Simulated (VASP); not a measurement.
Wanted: the native input for a VASP 6.6.1 run.

```yaml
Task: single point
Functional: PBE
Potentials_or_basis: VASP PAW PBE potentials, release 64 (Pt)
Cutoff: 520 eV
k_mesh: 26 × 26 × 26
Occupations: gaussian, width 0.15 eV
Spin: no spin polarisation
Dipole_correction: no
Further_INCAR_settings: ALGO = Fast; EDIFF = 1e-06; NBANDS = 11
```

The structure of Pt lies in POSCAR:

```
Pt
1.0
    0.0000000000      1.9850550544      2.0346814308
    1.9850550544      0.0000000000      2.0346814308
    1.9850550544      1.9850550544      0.0000000000
Pt
1
Direct
    0.0000000000      0.0000000000      0.0000000000
```

This cell differs from its parent crystal: strain +0.000 along x and y, +0.025 along z.

These files were run (other wordings do the same):

INCAR

```
SYSTEM = Pt
ALGO     = Fast           ! electronic algorithm
EDIFF    = 1E-6           ! SCF threshold, eV
ENCUT    = 520            ! plane-wave cutoff, eV
GGA      = PE             ! functional
ISIF     = 2              ! what is computed and relaxed
ISMEAR   = 0              ! smearing method
LASPH    = .TRUE.         ! aspherical terms in the spheres
LCHARG   = .FALSE.        ! write CHGCAR
LREAL    = .FALSE.        ! projectors in reciprocal space
LWAVE    = .FALSE.        ! write WAVECAR
NBANDS   = 11             ! bands
NELM     = 80             ! most SCF steps
PREC     = Accurate       ! precision mode
SIGMA    = 0.15           ! smearing width, eV
```

KPOINTS

```
k-points
0
G
  26 26 26
  0 0 0
```

Potentials or basis: VASP PAW PBE potentials, release 64 (Pt).

Command:

```console
$ cat potpaw_PBE.64/Pt/POTCAR > POTCAR
$ mpirun -np 1 vasp_std > vasp.out
```

It gave:

```json
{
  "Pressure": "-6.0 GPa",
  "Band gap on the k mesh": "zero (band 5 reaches 10.67 eV, above the bottom of band 6 at 8.56 eV)"
}
```

Caveat: the cell differs from its parent crystal (strain +0.000 along x and y, +0.025 along z); spin-orbit coupling is left out, which moves the levels of the heavy elements.

Run time: 2.2 min on 1 thread of Intel Xeon 6975P-C, with other jobs on the host, peak memory 0.35 GiB.
